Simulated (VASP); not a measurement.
# MgS (Niningerite) (Fm-3m) in VASP: further runs

Aim: see how the results for MgS (Niningerite) move with the level of theory and the settings. Levels: PBEsol, PBE, PBE+D4. Tasks: relaxation of cell and atoms, single point.

All numbers are computed with VASP 6.6.1; they aren't measurements. Logs are shortened: lines on timing, memory, paths and dates and some standing lists are left out, and cuts for length are marked.

## Step 1: The cell of the first run

It takes space group Fm-3m (No. 225, cubic). Conventional cell: a = 5.203 Å, b = 5.203 Å, c = 5.203 Å, α = 90.00°, β = 90.00°, γ = 90.00°. Within 3.4 Å of S (site symmetry m-3m) lie 6 Mg at 2.60 Å. Within 3.4 Å of Mg (site symmetry m-3m) lie 6 S at 2.60 Å.

## Step 2: Relaxation of cell and atoms, PBEsol, target pressure 30 GPa, at which the enthalpy is minimised

INCAR reads:

```
SYSTEM = MgS
PREC = Accurate
ENCUT = 600
EDIFF = 1E-7
ISMEAR = -1
SIGMA = 0.05
LREAL = .FALSE.
LASPH = .TRUE.
NELM = 60
ALGO = Normal
ISIF = 3
LWAVE = .FALSE.
LCHARG = .FALSE.
GGA = PS
IBRION = 2
NSW = 80
EDIFFG = -0.005
PSTRESS = 300.0
```

KPOINTS reads:

```
regular mesh
0
G
  9 9 9
  0 0 0
```

POSCAR reads:

```
MgS
1.0
    0.0000000000      2.6016500000      2.6016500000
    2.6016500000      0.0000000000      2.6016500000
    2.6016500000      2.6016500000      0.0000000000
S Mg
1 1
Direct
    0.5000000000      0.5000000000      0.5000000000
    0.0000000000      0.0000000000      0.0000000000
```

Potentials or basis: VASP PAW PBE potentials, release 64 (S, Mg).

Launch:

```console
$ cat potpaw_PBE.64/S/POTCAR potpaw_PBE.64/Mg/POTCAR > POTCAR
$ mpirun -np 1 vasp_std > vasp.out
```

OUTCAR:

```text
SYSTEM = MgS
   PREC = Accurate
   ENCUT = 600
   EDIFF = 1E-7
   ISMEAR = -1
   LREAL = .FALSE.
   LASPH = .TRUE.
   NELM = 60
   ISIF = 3
   GGA = PS
   IBRION = 2
   NSW = 80
   EDIFFG = -0.005
   PSTRESS = 300.0

 ion  position               nearest neighbor table
   1  0.500  0.500  0.500-   2 2.60   2 2.60   2 2.60   2 2.60   2 2.60   2 2.60
   2  0.000  0.000  0.000-   1 2.60   1 2.60   1 2.60   1 2.60   1 2.60   1 2.60

  LATTYP: Found a face centered cubic cell.
 ALAT       =     5.2033000000

  Lattice vectors:

 A1 = (   0.0000000000,   2.6016500000,   2.6016500000)
 A2 = (   2.6016500000,   0.0000000000,   2.6016500000)
 A3 = (   2.6016500000,   2.6016500000,   0.0000000000)

Analysis of symmetry for initial positions (statically):
[... 33 lines left out ...]
                                     Primitive cell

  volume of cell :      35.2190

  direct lattice vectors                    reciprocal lattice vectors
     0.000000000  2.601650000  2.601650000    -0.192185728  0.192185728  0.192185728
     2.601650000  0.000000000  2.601650000     0.192185728 -0.192185728  0.192185728
     2.601650000  2.601650000  0.000000000     0.192185728  0.192185728 -0.192185728

  length of vectors
     3.679288715  3.679288715  3.679288715     0.332875446  0.332875446  0.332875446

  position of ions in fractional coordinates (direct lattice)
[... 8 lines left out ...]
----------------------------------------------------------------------------------------

 KPOINTS: regular mesh

Automatic generation of k-mesh.
 Grid dimensions read from file:
 generate k-points for:    9    9    9

 Generating k-lattice:

  Cartesian coordinates                     Fractional coordinates (reciprocal lattice)
    -0.021353970  0.021353970  0.021353970     0.111111111  0.000000000  0.000000000
     0.021353970 -0.021353970  0.021353970     0.000000000  0.111111111  0.000000000
     0.021353970  0.021353970 -0.021353970     0.000000000  0.000000000  0.111111111

  Length of vectors
     0.036986161  0.036986161  0.036986161

  Shift w.r.t. Gamma in fractional coordinates (k-lattice)
     0.000000000  0.000000000  0.000000000

 Subroutine IBZKPT returns following result:
 ===========================================

 Found     35 irreducible k-points:

 Following reciprocal coordinates:
            Coordinates               Weight
  0.000000  0.000000  0.000000      1.000000
  0.111111  0.000000  0.000000      8.000000
  0.222222  0.000000  0.000000      8.000000
  0.333333  0.000000  0.000000      8.000000
  0.444444  0.000000  0.000000      8.000000
  0.111111  0.111111  0.000000      6.000000
[... 16 lines left out ...]
 -0.333333  0.333333  0.000000     12.000000
  0.444444  0.444444  0.000000      6.000000
 [... further k-points ...]
   k-points           NKPTS =     35   k-points in BZ     NKDIM =     35   number of bands    NBANDS=      8
   number of dos      NEDOS =    301   number of ions     NIONS =      2
   total plane-waves  NPLWV =  27000
   dimension x,y,z NGX =    30 NGY =   30 NGZ =   30
   dimension x,y,z NGXF=    60 NGYF=   60 NGZF=   60
   ions per type =               1   1
   NGX,Y,Z   is equivalent  to a cutoff of  13.56, 13.56, 13.56 a.u.
   NGXF,Y,Z  is equivalent  to a cutoff of  27.11, 27.11, 27.11 a.u.
 SYSTEM =  MgS
   PREC   = accura    normal or accurate (medium, high low for compatibility)
   ISTART =      0    job   : 0-new  1-cont  2-samecut
   ICHARG =      2    charge: 1-file 2-atom 10-const
   ISPIN  =      1    spin polarized calculation?
   LNONCOLLINEAR =      F non collinear calculations
   LSORBIT =      F    spin-orbit coupling
   LASPH  =      T    aspherical Exc in radial PAW
   ENCUT  =  600.0 eV  44.10 Ry    6.64 a.u.   7.35  7.35  7.35*2*pi/ulx,y,z
   NELM   =     60;   NELMIN=  2; NELMDL= -5     # of ELM steps
   EDIFF  = 0.1E-06   stopping-criterion for ELM
   LREAL  =      F    real-space projection
   EDIFFG = -.5E-02   stopping-criterion for IOM
   NSW    =     80    number of steps for IOM
   IBRION =      2    ionic relax: 0-MD 1-quasi-New 2-CG
   NFREE  =      1    steps in history (QN), initial steepest desc. (CG)
   ISIF   =      3    stress and relaxation
   ISYM   =      2    0-nonsym 1-usesym 2-fastsym
   POTIM  = 0.5000    time-step for ionic-motion
   TEBEG  =    0.0;   TEEND  =   0.0 temperature during run
   PSTRESS=  300.0 pullay stress
   NELECT =       8.0000    total number of electrons
   NUPDOWN=      -1.0000    fix difference up-down
   EMIN   =  10.00;   EMAX   =-10.00  energy-range for DOS
   EFERMI =   0.00;   METHOD = LEGACY
   ISMEAR =    -1;   SIGMA  =   0.05  broadening in eV -4-tet -1-fermi 0-gaus
   EFERMI_NEDOS =   21; number of points for ismear=-14 and -15
   IALGO  =     38    algorithm
   IMIX   =      4    mixing-type and parameters
     AMIX     =   0.40;   BMIX     =  1.00
     AMIX_MAG =   1.60;   BMIX_MAG =  1.00
  volume/ion in A,a.u.               =      17.61       118.83
  Fermi-wavevector in a.u.,A,eV,Ry     =   0.998878  1.887606 13.575323  0.997758
  Thomas-Fermi vector in A             =   2.131131
   LORBIT       =      0    0 simple, 1 ext, 2 COOP (PROOUT), +10 PAW based schemes
   GGA     = PS    functional components
   LHFCALC =     F    Hartree Fock is set to
   AEXX    =    0.0000 exact exchange contribution
   IVDW    =     0    specifies the selected vdW correction
   LEPSILON=     F    determine dielectric tensor
   LRPA    =     F    only Hartree local field effects (RPA)
 conjugate gradient relaxation of ions
 non-spin polarized calculation
  energy-cutoff  :      600.00
  volume of cell :       35.22
 maximum number of plane-waves:      1211
 NGX is ok and might be reduce to    30
   NGX = 15   NGY = 15   NGZ = 15

--------------------------------------- Ionic step        1  -------------------------------------------

 number of electron       7.9999999 magnetization

 Free energy of the ion-electron system (eV)
  ---------------------------------------------------
  ext. energy  EPLUGINS =         0.00000000
  ---------------------------------------------------
  free energy    TOTEN  =        -9.07396502 eV

  energy without entropy =       -9.07396502  energy(sigma->0) =       -9.07396502

 E-fermi :   4.7125     XC(G=0):  -9.8366

 val. band max:        3.6747840073   @ k =   0.0000   0.0000   0.0000
 cond. band min:       6.5090565926   @ k =   0.4444   0.4444   0.0000
 fundamental gap:      2.8342725853
 Fermi energy:         4.7125192405

 k-point     1 :       0.0000    0.0000    0.0000
  band No.  band energies     occupation
      1      -9.0082      2.00000
      2       3.6748      2.00000
      3       3.6748      2.00000
      4       3.6748      2.00000
      5       7.2682      0.00000
      6      11.5290      0.00000
      7      11.5290      0.00000
      8      11.5290      0.00000
[... 243 lines left out ...]
 k-point    24 :       0.4444    0.4444    0.0000
  band No.  band energies     occupation
      1      -7.3716      2.00000
      2      -0.4887      2.00000
      3       2.0054      2.00000
      4       2.0054      2.00000
      5       6.5091      0.00000
      6       7.9810      0.00000
      7      15.1930      0.00000
      8      16.3848      0.00000

 [... further k-points ...]
[... 5 lines left out ...]
  --------------------------------------------------------------------------------------
  -------------------------------------------------------------------------------------
  Total       -0.2444498     -0.2444498     -0.2444498      0.0000000     -0.0000000      0.0000000
  in kB      -11.1204855    -11.1204855    -11.1204855      0.0000000     -0.0000000      0.0000000
  external PRESSURE =    -311.1204855 kB  Pullay stress =     300.0000000 kB
[... 23 lines left out ...]
  enthalpy is  TOTEN    =        -2.4793829166 eV   P V=        6.5945821016

--------------------------------------- Ionic step        2  -------------------------------------------

 number of electron       8.0000000 magnetization

 E-fermi :  11.0241     XC(G=0): -12.2812

 val. band max:       10.2772231922   @ k =   0.0000   0.0000   0.0000
 cond. band min:      11.8048726597   @ k =   0.4444   0.4444   0.0000
 fundamental gap:      1.5276494675
 Fermi energy:        11.0240852208

 k-point     1 :       0.0000    0.0000    0.0000
  band No.  band energies     occupation
      1      -6.8769      2.00000
      2      10.2772      2.00000
      3      10.2772      2.00000
      4      10.2772      2.00000
      5      16.9358      0.00000
      6      16.9358      0.00000
      7      16.9358      0.00000
      8      19.8186      0.00000
[... 243 lines left out ...]
 k-point    24 :       0.4444    0.4444    0.0000
  band No.  band energies     occupation
      1      -2.9141      2.00000
      2       2.5469      2.00000
      3       6.9708      2.00000
      4       6.9708      2.00000
      5      11.8049      0.00000
      6      14.0593      0.00000
      7      24.1622      0.00000
      8      27.4759      0.00000

 [... further k-points ...]
[... 5 lines left out ...]
  --------------------------------------------------------------------------------------
  -------------------------------------------------------------------------------------
  Total       15.5731890     15.5731890     15.5731890      0.0000000      0.0000000      0.0000000
  in kB     1216.7458473   1216.7458473   1216.7458473      0.0000000      0.0000000      0.0000000
  external PRESSURE =     916.7458473 kB  Pullay stress =     300.0000000 kB
[... 175 lines left out ...]
  enthalpy is  TOTEN    =        -3.3793478964 eV   P V=        5.1465542694

--------------------------------------- Ionic step        7  -------------------------------------------

 number of electron       7.9999999 magnetization

 Free energy of the ion-electron system (eV)
  ---------------------------------------------------
  ext. energy  EPLUGINS =         0.00000000
  ---------------------------------------------------
  free energy    TOTEN  =        -8.51869666 eV

  energy without entropy =       -8.51869666  energy(sigma->0) =       -8.51869666

 E-fermi :   7.2628     XC(G=0): -10.9120

 val. band max:        6.2421174306   @ k =   0.0000   0.0000   0.0000
 cond. band min:       9.5651444621   @ k =   0.4444   0.4444   0.0000
 fundamental gap:      3.3230270316
 Fermi energy:         7.2628156435

 k-point     1 :       0.0000    0.0000    0.0000
  band No.  band energies     occupation
      1      -8.1448      2.00000
      2       6.2421      2.00000
      3       6.2421      2.00000
      4       6.2421      2.00000
      5      12.1233      0.00000
      6      13.7831      0.00000
      7      13.7831      0.00000
      8      13.7831      0.00000
[... 243 lines left out ...]
 k-point    24 :       0.4444    0.4444    0.0000
  band No.  band energies     occupation
      1      -5.5806      2.00000
      2       0.6558      2.00000
      3       3.9346      2.00000
      4       3.9346      2.00000
      5       9.5651      0.00000
      6       9.5871      0.00000
      7      19.5825      0.00000
      8      20.3701      0.00000

 [... further k-points ...]
[... 5 lines left out ...]
  --------------------------------------------------------------------------------------
  -------------------------------------------------------------------------------------
  Total        5.1404059      5.1404059      5.1404059      0.0000000      0.0000000     -0.0000000
  in kB      300.0635496    300.0635496    300.0635496      0.0000000      0.0000000     -0.0000000
  external PRESSURE =       0.0635496 kB  Pullay stress =     300.0000000 kB
[... 17 lines left out ...]
  FREE ENERGIE OF THE ION-ELECTRON SYSTEM (eV)
  ---------------------------------------------------
  free  energy   TOTEN  =        -8.5186966626 eV

  energy  without entropy=       -8.5186966626  energy(sigma->0) =       -8.51869666

  enthalpy is  TOTEN    =        -3.3793794519 eV   P V=        5.1393172107

 reached required accuracy - stopping structural energy minimisation
```

Wall time 50 s (1 thread of Intel Xeon 6975P-C, shared host); peak memory 0.19 GiB.

What came out:

| Property | Result |
| --- | --- |
| Free energy | -8.5187 eV |
| Relaxed volume | 13.72 Å³/atom |
| Relaxed cell | a = 3.386 Å, b = 3.386 Å, c = 3.386 Å, α = 60.00°, β = 60.00°, γ = 60.00° |
| Space group after relaxing (to 0.05 Å) | Fm-3m (No. 225) |
| Energy change on relaxing (the enthalpy is what falls) | +277.6 meV/atom |
| Ionic steps | 7 |
| Pressure after relaxing | 30.0 GPa |
| Band gap on the k mesh | 3.32 eV, indirect (least direct gap 5.63 eV) |

The path:
```tsv
step	energy change (eV)	largest force (eV/Å)	pressure (GPa)	volume (Å³)
1	0.0000	0.0000	-1.11	35.22
2	3.4450	0.0000	121.67	20.51
3	0.4737	0.0000	26.96	27.91
4	0.5354	0.0000	29.27	27.55
5	0.5615	0.0000	30.24	27.41
6	0.5481	0.0000	29.74	27.49
7	0.5553	0.0000	30.01	27.45
```

Final structure:
```cif
data_structure
_symmetry_space_group_name_H-M 'P 1'
_symmetry_Int_Tables_number 1
_cell_length_a 3.3859
_cell_length_b 3.3859
_cell_length_c 3.3859
_cell_angle_alpha 60.000
_cell_angle_beta 60.000
_cell_angle_gamma 60.000
_cell_volume 27.45
loop_
_atom_site_label
_atom_site_type_symbol
_atom_site_fract_x
_atom_site_fract_y
_atom_site_fract_z
_atom_site_occupancy
S1 S 0.50000 0.50000 0.50000 1
Mg1 Mg 0.00000 0.00000 0.00000 1
```

Caveat: the cell is relaxed towards a set pressure, so the enthalpy falls and the energy may rise; the volume moved by over 15 % at a fixed basis, so the end points are rough; the PAW data sets were made with another functional, which shifts forces and pressure a little. Expect the measured gap to be larger: semilocal functionals such as PBEsol lack the derivative discontinuity.

(Part 1 of 4 ends here.)
